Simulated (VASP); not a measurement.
Set up this calculation in VASP 6.6.1, as the native input.

```
Task                   : relaxation of cell and atoms
Functional             : PBE
Dispersion             : D3(BJ)
Potentials or basis    : VASP PAW PBE potentials, release 64 (Pt, S)
Cutoff                 : 600 eV
k mesh                 : 9 × 9 × 6
Occupations            : gaussian, width 0.02 eV
Spin                   : no spin polarisation
Dipole correction      : no
Further INCAR settings : ALGO = Normal; EDIFF = 1e-07; IBRION = 2; EDIFFG = -0.01; NSW = 100; ISIF = 3
```

The structure of PtS2 lies in POSCAR:

```
PtS2
1.0
    3.5487422900      0.0000000000      0.0000000000
   -1.7743711500      3.0733008400      0.0000000000
    0.0000000000      0.0000000000      5.5970664000
Pt S
1 2
Direct
    0.0000000000      0.0000000000      0.0000000000
    0.6666666900      0.3333333400      0.7796640400
    0.3333333400      0.6666666900      0.2203359500
```

These files were run (other wordings do the same):

INCAR

```
PREC = Accurate
ENCUT = 600
EDIFF = 1E-7
ISMEAR = 0
SIGMA = 0.02
LREAL = F
LASPH = T
NELM = 80
ALGO = Normal
ISIF = 3
LWAVE = F
LCHARG = F
GGA = PE
IVDW = 12
IBRION = 2
NSW = 100
EDIFFG = -0.01
```

KPOINTS

```
Automatic mesh
0
Gamma
  9 9 6
```

Potentials or basis: VASP PAW PBE potentials, release 64 (Pt, S).

The run is started by

```sh
$ cat potpaw_PBE.64/Pt/POTCAR potpaw_PBE.64/S/POTCAR > POTCAR
$ mpirun -np 1 vasp_std > vasp.out
```

Results of the run:

```yaml
Relaxed_volume: 17.28 Å³/atom
Relaxed_cell: a = 3.580 Å, b = 3.580 Å, c = 4.669 Å, α = 90.00°, β = 90.00°, γ = 120.00°
Space_group_after_relaxing_to_0.1_Å: P-3m1 (No. 164)
Energy_gained_by_relaxing: 32.7 meV/atom
Ionic_steps: 15
Pressure_after_relaxing: 0.0 GPa
Band_gap_on_the_k_mesh: 0.15 eV (least direct gap 0.99 eV)
Dispersion_energy_per_atom: -0.451 eV
```

Caveat: the volume moved by over 15 % at a fixed basis, so the end points are rough; spin-orbit coupling is left out, which moves the levels of the heavy elements; an odd mesh through Γ misses points on the zone boundary, where band edges can lie.

Wall time 4.4 min on 1 thread of Intel(R) Xeon(R) 6975P-C (Granite Rapids), with other jobs on the host, peak memory 0.26 GiB.
